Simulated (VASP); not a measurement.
Write the native input for VASP 6.6.1 that does the following.

* Task: relaxation of cell and atoms
* Functional: PBE
* Potentials or basis: VASP PAW PBE potentials, release 64 (Li_sv, Lu, Se, Cl)
* Cutoff: 600 eV
* k mesh: 4 × 4 × 6
* Occupations: gaussian, width 0.1 eV
* Spin: no spin polarisation
* Dipole correction: no
* Further INCAR settings: ALGO = Normal; EDIFF = 1e-07; IBRION = 2; EDIFFG = -0.04; NSW = 90; ISIF = 3

The structure of Li2LuSe2Cl lies in POSCAR:

```
Li2LuSe2Cl
1.0
    4.8295395300      0.0000000000      0.0000000000
    0.0000000000      4.8295395300      0.0000000000
    0.0000000000      0.0000000000      3.4911090900
Li Lu Se Cl
2 1 2 1
Direct
    0.0000000000      0.5000000000      0.5000000000
    0.5000000000      0.0000000000      0.5000000000
    0.5000000000      0.5000000000      0.5000000000
    0.0000000000      0.0000000000      0.5000000000
    0.0000000000      0.0000000000      0.0000000000
    0.5000000000      0.5000000000      0.0000000000
```

The cell was built from a structure type or drawn by symmetry, and may not be a known phase.

One way to write it, as run:

INCAR

```
ALGO = Normal
EDIFF = 1E-7
EDIFFG = -0.04
ENCUT = 600
GGA = PE
IBRION = 2
ISIF = 3
ISMEAR = 0
LASPH = True
LCHARG = False
LREAL = False
LWAVE = False
NELM = 80
NSW = 90
PREC = Accurate
SIGMA = 0.1
```

KPOINTS

```
k-points
0
Gamma
  4 4 6
```

Potentials or basis: VASP PAW PBE potentials, release 64 (Li_sv, Lu, Se, Cl).

Run with:

```sh
$ cat potpaw_PBE.64/Li_sv/POTCAR potpaw_PBE.64/Lu/POTCAR potpaw_PBE.64/Se/POTCAR potpaw_PBE.64/Cl/POTCAR > POTCAR
$ mpirun -np 1 vasp_std > vasp.out
```

It gave:

* Relaxed volume: 28.06 Å³/atom
* Relaxed cell: a = 5.714 Å, b = 5.714 Å, c = 5.157 Å, α = 90.00°, β = 90.00°, γ = 90.00°
* Space group after relaxing (to 0.1 Å): P4/mmm (No. 123)
* Energy gained by relaxing: 5504.2 meV/atom
* Ionic steps: 15
* Pressure after relaxing: 0.0 GPa
* Band gap on the k mesh: zero (bands 25 and 26 overlap by 0.32 eV)

Caveat: the cutoff is under 1.25 times the usual one of these potentials, so pressure, stress and relaxed cells hold a basis-set (Pulay) error; the volume moved by over 15 % at a fixed basis, so the end points are rough; spin-orbit coupling is left out, which moves the levels of the heavy elements.

It took 17 min on 1 thread of AMD EPYC 9R45 96-Core Processor (Zen 5) (shared host), peak memory 0.25 GiB.
